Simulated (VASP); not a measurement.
# LiF (P6_3mc) in VASP: a series of runs

Runs on LiF. Level: PBE. Tasks: single point.

Program: VASP 6.6.1. These are calculated values, not measurements. Logs are shortened: lines on timing, memory, paths and dates and some standing lists are left out, and cuts for length are marked.

**1. The cell of the first run**

Symmetry: P6_3mc, No. 186, hexagonal system. The conventional cell has a = 3.126 Å, b = 3.126 Å, c = 4.902 Å, α = 90.00°, β = 90.00°, γ = 120.00°. Within 2.5 Å of Li (site symmetry 3m) lie 4 F at 1.85 to 1.90 Å. Within 2.5 Å of F (site symmetry 3m) lie 4 Li at 1.85 to 1.90 Å.

**2. Single point, PBE (c/a of the conventional cell at fixed volume 1.5681)**

INCAR

```
SYSTEM = LiF
PREC     = Accurate       ! precision mode
ENCUT    = 520            ! plane-wave cutoff, eV
EDIFF    = 1E-7           ! SCF threshold, eV
ISMEAR   = 0              ! smearing method
SIGMA    = 0.05           ! smearing width, eV
LREAL    = .False.        ! projectors in reciprocal space
LASPH    = .True.         ! aspherical terms in the spheres
NELM     = 60             ! most SCF steps
ALGO     = Normal         ! electronic algorithm
ISIF     = 2              ! what is computed and relaxed
LWAVE    = .False.        ! write WAVECAR
LCHARG   = .True.         ! write CHGCAR
GGA      = PE             ! functional
LELF     = .True.         ! ELF
LVHAR    = .True.       
NBANDS   = 18             ! bands
```

KPOINTS

```
Automatic mesh
0
Gamma
  9 9 6
  0 0 0
```

POSCAR

```
LiF
1.0
    3.1259140087      0.0000000000      0.0000000000
   -1.5629570043      2.7071209416      0.0000000000
    0.0000000000      0.0000000000      4.9018781194
Li F
2 2
Direct
    0.3333333333      0.6666666667      0.3708711514
    0.6666666667      0.3333333333      0.8708711514
    0.3333333333      0.6666666667      0.9939266766
    0.6666666667      0.3333333333      0.4939266766
```

Potentials or basis: VASP PAW PBE potentials, release 64 (Li_sv, F).

Run with:

```bash
cat potpaw_PBE.64/Li_sv/POTCAR potpaw_PBE.64/F/POTCAR > POTCAR
mpirun -np 1 vasp_std > vasp.out
```

OUTCAR:

```text
SYSTEM = LiF
   PREC = Accurate
   ENCUT = 520
   EDIFF = 1E-7
   ISMEAR = 0
   LREAL = .False.
   LASPH = .True.
   NELM = 60
   ISIF = 2
   GGA = PE

 ion  position               nearest neighbor table
   1  0.333  0.667  0.371-   3 1.85   4 1.90   4 1.90   4 1.90
   2  0.667  0.333  0.871-   4 1.85   3 1.90   3 1.90   3 1.90
   3  0.333  0.667  0.994-   1 1.85   2 1.90   2 1.90   2 1.90
   4  0.667  0.333  0.494-   2 1.85   1 1.90   1 1.90   1 1.90

  LATTYP: Found a hexagonal cell.
 ALAT       =     3.1259140087
 C/A-ratio  =     1.5681423436

  Lattice vectors:

 A1 = (   3.1259140087,   0.0000000000,   0.0000000000)
 A2 = (  -1.5629570043,   2.7071209416,   0.0000000000)
 A3 = (   0.0000000000,   0.0000000000,   4.9018781194)

Analysis of symmetry for initial positions (statically):
=====================================================================
 Subroutine PRICEL returns:
 Original cell was already a primitive cell.

 Routine SETGRP: Setting up the symmetry group for a
 hexagonal supercell.

 Subroutine GETGRP returns: Found 12 space group operations
 (whereof  6 operations were pure point group operations)
 out of a pool of 24 trial point group operations.

The static configuration has the point symmetry C_3v.
 The point group associated with its full space group is C_6v.

Analysis of symmetry for dynamics (positions and initial velocities):
=====================================================================
 Subroutine PRICEL returns:
 Original cell was already a primitive cell.

 Routine SETGRP: Setting up the symmetry group for a
 hexagonal supercell.

 Subroutine GETGRP returns: Found 12 space group operations
 (whereof  6 operations were pure point group operations)
 out of a pool of 24 trial point group operations.

The dynamic configuration has the point symmetry C_3v.
 The point group associated with its full space group is C_6v.

 Subroutine INISYM returns: Found 12 space group operations
 (whereof  6 operations are pure point group operations),
 and found     1 'primitive' translations

----------------------------------------------------------------------------------------

                                     Primitive cell

  volume of cell :      41.4808

  direct lattice vectors                    reciprocal lattice vectors
     3.125914009  0.000000000  0.000000000     0.319906433  0.184698065  0.000000000
    -1.562957004  2.707120942  0.000000000     0.000000000  0.369396130  0.000000000
     0.000000000  0.000000000  4.901878119     0.000000000  0.000000000  0.204003440

  length of vectors
     3.125914009  3.125914009  4.901878119     0.369396130  0.369396130  0.204003440

  position of ions in fractional coordinates (direct lattice)
     0.333333333  0.666666667  0.370871151
     0.666666667  0.333333333  0.870871151
     0.333333333  0.666666667  0.993926677
     0.666666667  0.333333333  0.493926677

  ion indices of the primitive-cell ions
   primitive index   ion index
                 1           1
                 2           2
                 3           3
                 4           4

----------------------------------------------------------------------------------------

 KPOINTS: Automatic mesh

Automatic generation of k-mesh.
 Grid dimensions read from file:
 generate k-points for:    9    9    6

 Generating k-lattice:

  Cartesian coordinates                     Fractional coordinates (reciprocal lattice)
     0.035545159  0.020522007  0.000000000     0.111111111  0.000000000  0.000000000
     0.000000000  0.041044014  0.000000000     0.000000000  0.111111111  0.000000000
     0.000000000  0.000000000  0.034000573     0.000000000  0.000000000  0.166666667

  Length of vectors
     0.041044014  0.041044014  0.034000573

  Shift w.r.t. Gamma in fractional coordinates (k-lattice)
     0.000000000  0.000000000  0.000000000

 Subroutine IBZKPT returns following result:
 ===========================================

 Found     48 irreducible k-points:

 Following reciprocal coordinates:
            Coordinates               Weight
  0.000000  0.000000  0.000000      1.000000
  0.111111  0.000000  0.000000      6.000000
  0.222222  0.000000  0.000000      6.000000
  0.333333  0.000000  0.000000      6.000000
  0.444444  0.000000  0.000000      6.000000
  0.111111  0.111111  0.000000      6.000000
[... 16 lines left out ...]
  0.333333  0.222222  0.166667     24.000000
  0.333333  0.333333  0.166667      4.000000
 [... further k-points ...]
   k-points           NKPTS =     48   k-points in BZ     NKDIM =     48   number of bands    NBANDS=     18
   number of dos      NEDOS =    301   number of ions     NIONS =      4
   total plane-waves  NPLWV =  20736
   dimension x,y,z NGX =    24 NGY =   24 NGZ =   36
   dimension x,y,z NGXF=    48 NGYF=   48 NGZF=   72
   ions per type =               2   2
   NGX,Y,Z   is equivalent  to a cutoff of  12.76, 12.76, 12.21 a.u.
   NGXF,Y,Z  is equivalent  to a cutoff of  25.53, 25.53, 24.42 a.u.
 SYSTEM =  LiF
   PREC   = accura    normal or accurate (medium, high low for compatibility)
   ISTART =      0    job   : 0-new  1-cont  2-samecut
   ICHARG =      2    charge: 1-file 2-atom 10-const
   ISPIN  =      1    spin polarized calculation?
   LNONCOLLINEAR =      F non collinear calculations
   LSORBIT =      F    spin-orbit coupling
   LASPH  =      T    aspherical Exc in radial PAW
   ENCUT  =  520.0 eV  38.22 Ry    6.18 a.u.   5.81  5.81  9.11*2*pi/ulx,y,z
   NELM   =     60;   NELMIN=  2; NELMDL= -5     # of ELM steps
   EDIFF  = 0.1E-06   stopping-criterion for ELM
   LREAL  =      F    real-space projection
   EDIFFG = 0.1E-05   stopping-criterion for IOM
   NSW    =      0    number of steps for IOM
   IBRION =     -1    ionic relax: 0-MD 1-quasi-New 2-CG
   NFREE  =      0    steps in history (QN), initial steepest desc. (CG)
   ISIF   =      2    stress and relaxation
   ISYM   =      2    0-nonsym 1-usesym 2-fastsym
   POTIM  = 0.5000    time-step for ionic-motion
   TEBEG  =    0.0;   TEEND  =   0.0 temperature during run
   PSTRESS=    0.0 pullay stress
   NELECT =      20.0000    total number of electrons
   NUPDOWN=      -1.0000    fix difference up-down
   EMIN   =  10.00;   EMAX   =-10.00  energy-range for DOS
   EFERMI =   0.00;   METHOD = LEGACY
   ISMEAR =     0;   SIGMA  =   0.05  broadening in eV -4-tet -1-fermi 0-gaus
   EFERMI_NEDOS =   21; number of points for ismear=-14 and -15
   IALGO  =     38    algorithm
   IMIX   =      4    mixing-type and parameters
     AMIX     =   0.40;   BMIX     =  1.00
     AMIX_MAG =   1.60;   BMIX_MAG =  1.00
  volume/ion in A,a.u.               =      10.37        69.98
  Fermi-wavevector in a.u.,A,eV,Ry     =   1.283716  2.425872 22.421420  1.647928
  Thomas-Fermi vector in A             =   2.415953
   LORBIT       =      0    0 simple, 1 ext, 2 COOP (PROOUT), +10 PAW based schemes
   GGA     = PE    functional components
   LHFCALC =     F    Hartree Fock is set to
   AEXX    =    0.0000 exact exchange contribution
   IVDW    =     0    specifies the selected vdW correction
   LEPSILON=     F    determine dielectric tensor
   LRPA    =     F    only Hartree local field effects (RPA)
 non-spin polarized calculation
 Gauss-broadening in eV      SIGMA  =   0.05
  energy-cutoff  :      520.00
  volume of cell :       41.48
 maximum number of plane-waves:      1140
 NGX is ok and might be reduce to    24
   NGX = 11   NGY = 11   NGZ = 19

 number of electron      19.9999972 magnetization

 Free energy of the ion-electron system (eV)
  ---------------------------------------------------
  ext. energy  EPLUGINS =         0.00000000
  ---------------------------------------------------
  free energy    TOTEN  =       -19.29280631 eV

  energy without entropy =      -19.29280631  energy(sigma->0) =      -19.29280631

 E-fermi :  -2.3702     XC(G=0):  -8.6406

 val. band max:       -2.7232504192   @ k =   0.0000   0.0000   0.0000
 cond. band min:       4.9148622338   @ k =   0.0000   0.0000   0.0000
 fundamental gap:      7.6381126529
 Fermi energy:        -2.3702158056

 k-point     1 :       0.0000    0.0000    0.0000
  band No.  band energies     occupation
      1     -43.2186      2.00000
      2     -43.1835      2.00000
      3     -22.0342      2.00000
      4     -21.8368      2.00000
      5      -4.6768      2.00000
      6      -3.0863      2.00000
[... 10 lines left out ...]
     17      16.6165      0.00000
     18      17.3441      0.00000

 k-point     2 :       0.1111    0.0000    0.0000
  band No.  band energies     occupation
      1     -43.2156      2.00000
      2     -43.1824      2.00000
      3     -22.0183      2.00000
      4     -21.8311      2.00000
      5      -4.6203      2.00000
      6      -3.2162      2.00000
[... 10 lines left out ...]
     17      16.7415      0.00000
     18      17.3720      0.00000

 k-point     3 :       0.2222    0.0000    0.0000
  band No.  band energies     occupation
      1     -43.2078      2.00000
      2     -43.1799      2.00000
      3     -21.9760      2.00000
      4     -21.8183      2.00000
      5      -4.4788      2.00000
      6      -3.5776      2.00000
[... 10 lines left out ...]
     17      16.7000      0.00000
     18      16.9785      0.00000

 k-point     4 :       0.3333    0.0000    0.0000
  band No.  band energies     occupation
      1     -43.1981      2.00000
      2     -43.1779      2.00000
      3     -21.9217      2.00000
      4     -21.8092      2.00000
      5      -4.4144      2.00000
      6      -3.8675      2.00000
[... 375 lines left out ...]
      4     -21.8134      2.00000
      5      -4.2430      2.00000
      6      -4.1851      2.00000
[... 10 lines left out ...]
     17      16.7230      0.00000
     18      17.7766      0.00000

 k-point    23 :       0.3333    0.2222    0.1667
  band No.  band energies     occupation
      1     -43.1858      2.00000
      2     -43.1790      2.00000
      3     -21.8533      2.00000
      4     -21.8164      2.00000
      5      -4.4679      2.00000
      6      -3.9996      2.00000
[... 10 lines left out ...]
     17      16.1853      0.00000
     18      17.8915      0.00000

 k-point    24 :       0.3333    0.3333    0.1667
  band No.  band energies     occupation
      1     -43.1813      2.00000
      2     -43.1813      2.00000
      3     -21.8288      2.00000
      4     -21.8288      2.00000
      5      -4.4983      2.00000
      6      -3.8473      2.00000
[... 10 lines left out ...]
     17      15.6157      0.00000
     18      17.8541      0.00000

 [... further k-points ...]

------------------------ aborting loop because EDIFF is reached ----------------------------------------

  FORCE on cell =-STRESS in cart. coord.  units (eV):
  Direction    XX          YY          ZZ          XY          YZ          ZX
  --------------------------------------------------------------------------------------
  -------------------------------------------------------------------------------------
  Total       -0.1975452     -0.1975452      0.3397674     -0.0000000      0.0000000      0.0000000
  in kB       -7.6300918     -7.6300918     13.1233609     -0.0000000      0.0000000      0.0000000
  external PRESSURE =      -0.7122742 kB  Pullay stress =       0.0000000 kB

 VOLUME and BASIS-vectors are now :
 -----------------------------------------------------------------------------
  energy-cutoff  :      520.00
  volume of cell :       41.48
      direct lattice vectors                 reciprocal lattice vectors
     3.125914009  0.000000000  0.000000000     0.319906433  0.184698065  0.000000000
    -1.562957004  2.707120942  0.000000000     0.000000000  0.369396130  0.000000000
     0.000000000  0.000000000  4.901878119     0.000000000  0.000000000  0.204003440

 POSITION                                       TOTAL-FORCE (eV/Angst)
 -----------------------------------------------------------------------------------
     -0.00000      1.80475      1.81797         0.000000     -0.000000      0.163058
      1.56296      0.90237      4.26890        -0.000000      0.000000      0.163058
     -0.00000      1.80475      4.87211        -0.000000      0.000000     -0.163058
      1.56296      0.90237      2.42117         0.000000     -0.000000     -0.163058
 -----------------------------------------------------------------------------------
    total drift:                               -0.000001     -0.000001      0.010715

  FREE ENERGIE OF THE ION-ELECTRON SYSTEM (eV)
  ---------------------------------------------------
  free  energy   TOTEN  =       -19.2928063131 eV

  energy  without entropy=      -19.2928063131  energy(sigma->0) =      -19.29280631
```

It took 93 s on 1 thread of AMD EPYC 7R13, shared host; peak memory 0.13 GiB.

Results:

* Free energy: -19.2928 eV
* Largest force: 0.163 eV/Å
* Band gap on the k mesh: 7.64 eV, direct

Forces on the atoms (eV/Å):
```
Li   0.000  0.000  0.163
Li   0.000  0.000  0.163
F    0.000  0.000 -0.163
F    0.000  0.000 -0.163
```

Caveat: the cutoff is under 1.25 times the usual one of these potentials, so pressure, stress and relaxed cells hold a basis-set (Pulay) error.

**3. Single point, PBE (c/a of the conventional cell at fixed volume 1.4678)**

INCAR

```
PREC = Accurate
ENCUT = 520
EDIFF = 1E-6
ISMEAR = 0
SIGMA = 0.05
LREAL = False
LASPH = True
NELM = 100
ALGO = Normal
ISIF = 2
LWAVE = False
LCHARG = False
GGA = PE
NBANDS = 18
```

KPOINTS

```
Automatic mesh
0
Gamma
  9 9 6
```

POSCAR

```
LiF
1.0
    3.1955814611      0.0000000000      0.0000000000
   -1.5977907305      2.7674547252      0.0000000000
    0.0000000000      0.0000000000      4.6904744686
Li F
2 2
Direct
    0.3333333333      0.6666666667      0.3912714954
    0.6666666667      0.3333333333      0.8912714954
    0.3333333333      0.6666666667      0.9939266766
    0.6666666667      0.3333333333      0.4939266766
```

Potentials or basis: VASP PAW PBE potentials, release 64 (Li_sv, F).

Run with:

```bash
cat potpaw_PBE.64/Li_sv/POTCAR potpaw_PBE.64/F/POTCAR > POTCAR
mpirun -np 1 vasp_std > vasp.out
```

Run time: 19 s. Hardware: 1 thread of Intel Xeon Platinum 8488C (Sapphire Rapids), shared host; peak memory 0.16 GiB.

It converged, with:

- Free energy: -19.2854 eV
- Largest force: 0.100 eV/Å
- Band gap on the k mesh: 7.48 eV, direct

Forces in eV/Å, atoms in the order of the input:
```
Li   0.000  0.000  0.100
Li   0.000  0.000  0.100
F    0.000  0.000 -0.100
F    0.000  0.000 -0.100
```

Levels at points of the mesh, in eV from the valence-band top:
```csv
k point,band 8,band 9,band 10,band 11,band 12,band 13
"(0.00, 0.00, 0.00)",-0.27,-0.27,0.00,7.48,12.09,15.11
"(0.00, 0.00, 0.50)",-0.46,-0.46,-0.46,9.26,9.26,17.66
```

Caveat: the cutoff is under 1.25 times the usual one of these potentials, so pressure, stress and relaxed cells hold a basis-set (Pulay) error. A k mesh can miss the band edges.

(Part 1 of 2 ends here.)
